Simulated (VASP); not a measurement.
# Sn3Br (Pm-3m) in VASP: notebook

The runs below take Sn3Br through single point, relaxation of cell and atoms, with PBE.

All numbers are computed with VASP 6.6.1; they aren't measurements. Logs are shortened: lines on timing, memory, paths and dates and some standing lists are left out, and cuts for length are marked.

### Step 1. The cell of the first run

Symmetry: Pm-3m, No. 221, cubic system. Conventional cell: a = 4.663 Å, b = 4.663 Å, c = 4.663 Å, α = 90.00°, β = 90.00°, γ = 90.00°. Within 4.3 Å of Sn (site symmetry 4/mmm) lie 8 Sn at 3.30 Å and 4 Br at 3.30 Å. Within 4.3 Å of Br (site symmetry m-3m) lie 12 Sn at 3.30 Å.

The cell was built from a structure type or drawn by symmetry, and may not be a known phase.

### Step 2. Single point, PBE

Input file INCAR:

```
SYSTEM = Sn3Br
ALGO     = Normal         ! electronic algorithm
EDIFF    = 1E-7           ! SCF threshold, eV
ENCUT    = 520            ! plane-wave cutoff, eV
GGA      = PE             ! functional
ISIF     = 2              ! what is computed and relaxed
ISMEAR   = 0              ! smearing method
LASPH    = .True.         ! aspherical terms in the spheres
LCHARG   = .True.         ! write CHGCAR
LELF     = .True.         ! ELF
LREAL    = .False.        ! projectors in reciprocal space
LVHAR    = .True.       
LWAVE    = .False.        ! write WAVECAR
NBANDS   = 32             ! bands
NELM     = 60             ! most SCF steps
PREC     = Accurate       ! precision mode
SIGMA    = 0.1            ! smearing width, eV
```

Input file KPOINTS:

```
k-points
0
Gamma
  4 4 4
  0 0 0
```

Input file POSCAR:

```
Sn3Br
1.0
    4.6634127200      0.0000000000      0.0000000000
    0.0000000000      4.6634127200      0.0000000000
    0.0000000000      0.0000000000      4.6634127200
Sn Br
3 1
Direct
    0.0000000000      0.5000000000      0.5000000000
    0.5000000000      0.5000000000      0.0000000000
    0.5000000000      0.0000000000      0.5000000000
    0.0000000000      0.0000000000      0.0000000000
```

Potentials or basis: VASP PAW PBE potentials, release 64 (Sn_d, Br).

Started as:

```console
$ cat potpaw_PBE.64/Sn_d/POTCAR potpaw_PBE.64/Br/POTCAR > POTCAR
$ mpirun -np 1 vasp_std > vasp.out
```

OUTCAR:

```text
SYSTEM = Sn3Br
   EDIFF = 1E-7
   ENCUT = 520
   GGA = PE
   ISIF = 2
   ISMEAR = 0
   LASPH = .True.
   LREAL = .False.
   NELM = 60
   PREC = Accurate

 ion  position               nearest neighbor table
   1  0.000  0.500  0.500-   2 3.30   3 3.30   2 3.30   3 3.30   2 3.30   3 3.30   2 3.30   3 3.30

   2  0.500  0.500  0.000-   1 3.30   3 3.30   1 3.30   3 3.30   3 3.30   3 3.30   1 3.30   1 3.30

   3  0.500  0.000  0.500-   1 3.30   2 3.30   2 3.30   1 3.30   2 3.30   2 3.30   1 3.30   1 3.30

   4  0.000  0.000  0.000-

  LATTYP: Found a simple cubic cell.
 ALAT       =     4.6634127200

  Lattice vectors:

 A1 = (   4.6634127200,   0.0000000000,   0.0000000000)
 A2 = (   0.0000000000,   4.6634127200,   0.0000000000)
 A3 = (   0.0000000000,   0.0000000000,   4.6634127200)

Analysis of symmetry for initial positions (statically):
=====================================================================
 Subroutine PRICEL returns:
 Original cell was already a primitive cell.

 Routine SETGRP: Setting up the symmetry group for a
 simple cubic supercell.

 Subroutine GETGRP returns: Found 48 space group operations
 (whereof 48 operations were pure point group operations)
 out of a pool of 48 trial point group operations.

The static configuration has the point symmetry O_h .

Analysis of symmetry for dynamics (positions and initial velocities):
=====================================================================
 Subroutine PRICEL returns:
 Original cell was already a primitive cell.

 Routine SETGRP: Setting up the symmetry group for a
 simple cubic supercell.

 Subroutine GETGRP returns: Found 48 space group operations
 (whereof 48 operations were pure point group operations)
 out of a pool of 48 trial point group operations.

The dynamic configuration has the point symmetry O_h .

 Subroutine INISYM returns: Found 48 space group operations
 (whereof 48 operations are pure point group operations),
 and found     1 'primitive' translations

----------------------------------------------------------------------------------------

                                     Primitive cell

  volume of cell :     101.4172

  direct lattice vectors                    reciprocal lattice vectors
     4.663412720  0.000000000  0.000000000     0.214435234  0.000000000  0.000000000
     0.000000000  4.663412720  0.000000000     0.000000000  0.214435234  0.000000000
     0.000000000  0.000000000  4.663412720     0.000000000  0.000000000  0.214435234

  length of vectors
     4.663412720  4.663412720  4.663412720     0.214435234  0.214435234  0.214435234

  position of ions in fractional coordinates (direct lattice)
     0.000000000  0.500000000  0.500000000
     0.500000000  0.500000000  0.000000000
     0.500000000  0.000000000  0.500000000
     0.000000000  0.000000000  0.000000000

  ion indices of the primitive-cell ions
   primitive index   ion index
                 1           1
                 2           2
                 3           3
                 4           4

----------------------------------------------------------------------------------------

 KPOINTS: k-points

Automatic generation of k-mesh.
 Grid dimensions read from file:
 generate k-points for:    4    4    4

 Generating k-lattice:

  Cartesian coordinates                     Fractional coordinates (reciprocal lattice)
     0.053608809  0.000000000  0.000000000     0.250000000  0.000000000  0.000000000
     0.000000000  0.053608809  0.000000000     0.000000000  0.250000000  0.000000000
     0.000000000  0.000000000  0.053608809     0.000000000  0.000000000  0.250000000

  Length of vectors
     0.053608809  0.053608809  0.053608809

  Shift w.r.t. Gamma in fractional coordinates (k-lattice)
     0.000000000  0.000000000  0.000000000

 Subroutine IBZKPT returns following result:
 ===========================================

 Found     10 irreducible k-points:

 Following reciprocal coordinates:
            Coordinates               Weight
  0.000000  0.000000  0.000000      1.000000
  0.250000  0.000000  0.000000      6.000000
  0.500000  0.000000  0.000000      3.000000
  0.250000  0.250000  0.000000     12.000000
  0.500000  0.250000  0.000000     12.000000
  0.500000  0.500000  0.000000      3.000000
  0.250000  0.250000  0.250000      8.000000
  0.500000  0.250000  0.250000     12.000000
  0.500000  0.500000  0.250000      6.000000
  0.500000  0.500000  0.500000      1.000000
   k-points           NKPTS =     10   k-points in BZ     NKDIM =     10   number of bands    NBANDS=     32
   number of dos      NEDOS =    301   number of ions     NIONS =      4
   total plane-waves  NPLWV =  46656
   dimension x,y,z NGX =    36 NGY =   36 NGZ =   36
   dimension x,y,z NGXF=    72 NGYF=   72 NGZF=   72
   ions per type =               3   1
   NGX,Y,Z   is equivalent  to a cutoff of  12.83, 12.83, 12.83 a.u.
   NGXF,Y,Z  is equivalent  to a cutoff of  25.67, 25.67, 25.67 a.u.
 SYSTEM =  Sn3Br
   PREC   = accura    normal or accurate (medium, high low for compatibility)
   ISTART =      0    job   : 0-new  1-cont  2-samecut
   ICHARG =      2    charge: 1-file 2-atom 10-const
   ISPIN  =      1    spin polarized calculation?
   LNONCOLLINEAR =      F non collinear calculations
   LSORBIT =      F    spin-orbit coupling
   LASPH  =      T    aspherical Exc in radial PAW
   ENCUT  =  520.0 eV  38.22 Ry    6.18 a.u.   8.67  8.67  8.67*2*pi/ulx,y,z
   NELM   =     60;   NELMIN=  2; NELMDL= -5     # of ELM steps
   EDIFF  = 0.1E-06   stopping-criterion for ELM
   LREAL  =      F    real-space projection
   EDIFFG = 0.1E-05   stopping-criterion for IOM
   NSW    =      0    number of steps for IOM
   IBRION =     -1    ionic relax: 0-MD 1-quasi-New 2-CG
   NFREE  =      0    steps in history (QN), initial steepest desc. (CG)
   ISIF   =      2    stress and relaxation
   ISYM   =      2    0-nonsym 1-usesym 2-fastsym
   POTIM  = 0.5000    time-step for ionic-motion
   TEBEG  =    0.0;   TEEND  =   0.0 temperature during run
   PSTRESS=    0.0 pullay stress
   NELECT =      49.0000    total number of electrons
   NUPDOWN=      -1.0000    fix difference up-down
   EMIN   =  10.00;   EMAX   =-10.00  energy-range for DOS
   EFERMI =   0.00;   METHOD = LEGACY
   ISMEAR =     0;   SIGMA  =   0.10  broadening in eV -4-tet -1-fermi 0-gaus
   EFERMI_NEDOS =   21; number of points for ismear=-14 and -15
   IALGO  =     38    algorithm
   IMIX   =      4    mixing-type and parameters
     AMIX     =   0.40;   BMIX     =  1.00
     AMIX_MAG =   1.60;   BMIX_MAG =  1.00
  volume/ion in A,a.u.               =      25.35       171.10
  Fermi-wavevector in a.u.,A,eV,Ry     =   1.284605  2.427552 22.452477  1.650210
  Thomas-Fermi vector in A             =   2.416789
   LORBIT       =      0    0 simple, 1 ext, 2 COOP (PROOUT), +10 PAW based schemes
   GGA     = PE    functional components
   LHFCALC =     F    Hartree Fock is set to
   AEXX    =    0.0000 exact exchange contribution
   IVDW    =     0    specifies the selected vdW correction
   LEPSILON=     F    determine dielectric tensor
   LRPA    =     F    only Hartree local field effects (RPA)
 non-spin polarized calculation
 Gauss-broadening in eV      SIGMA  =   0.10
  energy-cutoff  :      520.00
  volume of cell :      101.42
 maximum number of plane-waves:      2800
 NGX is ok and might be reduce to    36
   NGX = 17   NGY = 17   NGZ = 17

 number of electron      48.9999956 magnetization

 Free energy of the ion-electron system (eV)
  ---------------------------------------------------
  ext. energy  EPLUGINS =         0.00000000
  ---------------------------------------------------
  free energy    TOTEN  =       -12.68302219 eV

  energy without entropy =      -12.67453006  energy(sigma->0) =      -12.67877612

 E-fermi :   8.0106     XC(G=0): -10.4000

 val. band max:        7.9306214236   @ k =   0.5000   0.5000   0.0000
 cond. band min:       8.0297662895   @ k =   0.5000   0.5000   0.0000
 fundamental gap:      0.0991448659
 Fermi energy:         8.0106465763

 k-point     1 :       0.0000    0.0000    0.0000
  band No.  band energies     occupation
      1     -13.8694      2.00000
      2     -13.8694      2.00000
      3     -13.8694      2.00000
      4     -13.8438      2.00000
      5     -13.8438      2.00000
      6     -13.8126      2.00000
[... 24 lines left out ...]
     31      13.3893      0.00000
     32      13.5196      0.00000

 k-point     2 :       0.2500    0.0000    0.0000
  band No.  band energies     occupation
      1     -13.8619      2.00000
      2     -13.8413      2.00000
      3     -13.8358      2.00000
      4     -13.8358      2.00000
      5     -13.8232      2.00000
      6     -13.7877      2.00000
[... 24 lines left out ...]
     31      13.1255      0.00000
     32      13.2154      0.00000

 k-point     3 :       0.5000    0.0000    0.0000
  band No.  band energies     occupation
      1     -13.8529      2.00000
      2     -13.8390      2.00000
      3     -13.7938      2.00000
      4     -13.7938      2.00000
      5     -13.7912      2.00000
      6     -13.7798      2.00000
[... 24 lines left out ...]
     31      12.0889      0.00000
     32      14.5182      0.00000

 k-point     4 :       0.2500    0.2500    0.0000
  band No.  band energies     occupation
      1     -13.8420      2.00000
      2     -13.8382      2.00000
      3     -13.8305      2.00000
      4     -13.8176      2.00000
      5     -13.7980      2.00000
      6     -13.7850      2.00000
[... 164 lines left out ...]
     31      12.9216      0.00000
     32      15.5836      0.00000

 k-point     9 :       0.5000    0.5000    0.2500
  band No.  band energies     occupation
      1     -13.8499      2.00000
      2     -13.8310      2.00000
      3     -13.8310      2.00000
      4     -13.8137      2.00000
      5     -13.7757      2.00000
      6     -13.7707      2.00000
[... 24 lines left out ...]
     31      13.9555      0.00000
     32      15.2329      0.00000

 k-point    10 :       0.5000    0.5000    0.5000
  band No.  band energies     occupation
      1     -13.8693      2.00000
      2     -13.8357      2.00000
      3     -13.8357      2.00000
      4     -13.8357      2.00000
      5     -13.7886      2.00000
      6     -13.7886      2.00000
[... 24 lines left out ...]
     31      14.3876      0.00000
     32      14.3876      0.00000

------------------------ aborting loop because EDIFF is reached ----------------------------------------

  FORCE on cell =-STRESS in cart. coord.  units (eV):
  Direction    XX          YY          ZZ          XY          YZ          ZX
  --------------------------------------------------------------------------------------
  -------------------------------------------------------------------------------------
  Total        3.6379475      3.6379475      3.6379475      0.0000000      0.0000000      0.0000000
  in kB       57.4718866     57.4718866     57.4718866      0.0000000      0.0000000      0.0000000
  external PRESSURE =      57.4718866 kB  Pullay stress =       0.0000000 kB

 VOLUME and BASIS-vectors are now :
 -----------------------------------------------------------------------------
  energy-cutoff  :      520.00
  volume of cell :      101.42
      direct lattice vectors                 reciprocal lattice vectors
     4.663412720  0.000000000  0.000000000     0.214435234  0.000000000  0.000000000
     0.000000000  4.663412720  0.000000000     0.000000000  0.214435234  0.000000000
     0.000000000  0.000000000  4.663412720     0.000000000  0.000000000  0.214435234

 POSITION                                       TOTAL-FORCE (eV/Angst)
 -----------------------------------------------------------------------------------
      0.00000      2.33171      2.33171         0.000000      0.000000      0.000000
      2.33171      2.33171      0.00000         0.000000      0.000000      0.000000
      2.33171      0.00000      2.33171         0.000000      0.000000      0.000000
      0.00000      0.00000      0.00000         0.000000      0.000000      0.000000
 -----------------------------------------------------------------------------------
    total drift:                                0.000000      0.000000      0.000000

  FREE ENERGIE OF THE ION-ELECTRON SYSTEM (eV)
  ---------------------------------------------------
  free  energy   TOTEN  =       -12.6830221944 eV

  energy  without entropy=      -12.6745300555  energy(sigma->0) =      -12.67877612
```

Wall time 20 s (1 thread of AMD EPYC 9R45 (Zen 5), shared host); peak memory 0.18 GiB.

Results:

- Free energy: -12.6830 eV
- Pressure: 5.7 GPa
- Band gap on the k mesh: zero (an odd number of electrons rules out a gap without spin polarisation)

Caveat: the cell stands under pressure; spin-orbit coupling is left out, which moves the levels of the heavy elements; an odd number of electrons without spin polarisation forces a metal; a magnetic or distorted state may lie lower.

[end of part 1 of 2]
